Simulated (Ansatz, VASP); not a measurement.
# Two plane-wave programs on MgO

Contents of POSCAR:

```
MgO
1.0
    3.3077869865      0.0000000000      0.0000000000
   -1.6538934933      2.8646275606      0.0000000000
    0.0000000000      0.0000000000      4.9828816700
Mg O
2 2
Direct
    0.3333333300      0.6666666700      0.0021597400
    0.6666666700      0.3333333300      0.5021597400
    0.3333333300      0.6666666700      0.4024402600
    0.6666666700      0.3333333300      0.9024402600
```

The input INCAR.step1:

```
PREC     = Accurate       # precision mode
ENCUT    = 520            # plane-wave cutoff, eV
ISMEAR   = 0              # smearing method
SIGMA    = 0.1            # smearing width, eV
LREAL    = F              # projectors in reciprocal space
LASPH    = T              # aspherical terms in the spheres
NELM     = 60             # most SCF steps
NBANDS   = 16             # bands
GGA      = PE             # functional
ALGO     = Normal         # electronic algorithm
EDIFF    = 1E-4           # SCF threshold, eV
LWAVE    = T              # write WAVECAR
LCHARG   = F              # write CHGCAR
```

Contents of INCAR.step2:

```
PREC     = Accurate       # precision mode
ENCUT    = 520            # plane-wave cutoff, eV
EDIFF    = 1E-6           # SCF threshold, eV
ISMEAR   = 0              # smearing method
SIGMA    = 0.1            # smearing width, eV
LREAL    = F              # projectors in reciprocal space
LASPH    = T              # aspherical terms in the spheres
NELM     = 60             # most SCF steps
ALGO     = Normal         # electronic algorithm
ISIF     = 2              # what is computed and relaxed
LWAVE    = F              # write WAVECAR
LCHARG   = F              # write CHGCAR
METAGGA  = R2SCAN         # meta-GGA
LMIXTAU  = T            
NBANDS   = 16             # bands
ISTART   = 1
```

Contents of KPOINTS:

```
Automatic mesh
0
Gamma
  6 6 4
```

Input for Ansatz:

```yaml
crystal:
  lattice:
    - [3.3077869865, 0.0, 0.0]
    - [-1.6538934933, 2.8646275606, 0.0]
    - [0.0, 0.0, 4.98288167]
  atoms:
    - { symbol: Mg, position: [0.33333333, 0.66666667, 0.00215974] }
    - { symbol: Mg, position: [0.66666667, 0.33333333, 0.50215974] }
    - { symbol: O, position: [0.33333333, 0.66666667, 0.40244026] }
    - { symbol: O, position: [0.66666667, 0.33333333, 0.90244026] }
basis:
  ecutwfc: 500
kpoints:
  mp_grid: { grid: [6, 6, 4] }
hamiltonian:
  xc: r2scan
scf:
  occupations: { method: gaussian, width: 0.1 }
  lower_state_search: "off"
output:
  forces: true
  stress: true
  eigenvalues: true
```

Alike in both runs: task single point; functional r2SCAN; k mesh 6 × 6 × 4; occupations gaussian, width 0.1 eV; no spin polarisation.

|  | VASP | Ansatz |
| --- | --- | --- |
| version | VASP 6.6.1 | Ansatz 0.2.0 |
| potentials or method | VASP PAW PBE potentials, release 64 (Mg, O), cutoff 520 eV | scalar-relativistic, plane waves, PAW |
| valence electrons in the cell | 16 | 32 |

Ansatz gave:

| Item | Value |
| --- | --- |
| gap on the k mesh at the Fermi level (eV) | 4.14 |
| least direct gap on the mesh (eV) | 4.14 |
| pressure (GPa) | -0.6 |
| traceless stress, the component that is largest in VASP (GPa) | 0.21 |
| rms of the force components (eV/Å) | 0.015 |

Task: What did VASP give for the same quantities?

Result: gap on the k mesh at the Fermi level (eV): 4.13; least direct gap on the mesh (eV): 4.13; pressure (GPa): -1.1; traceless stress, the component that is largest in VASP (GPa): 0.27; rms of the force components (eV/Å): 0.016.

VASP's potentials were made for PBE, not for r2SCAN. Atom by atom the forces differ by 0.002 eV/Å (rms over components). VASP's potentials hold 16 valence electrons a cell and Ansatz's 32, so a difference there can come from the potentials and not from the codes.
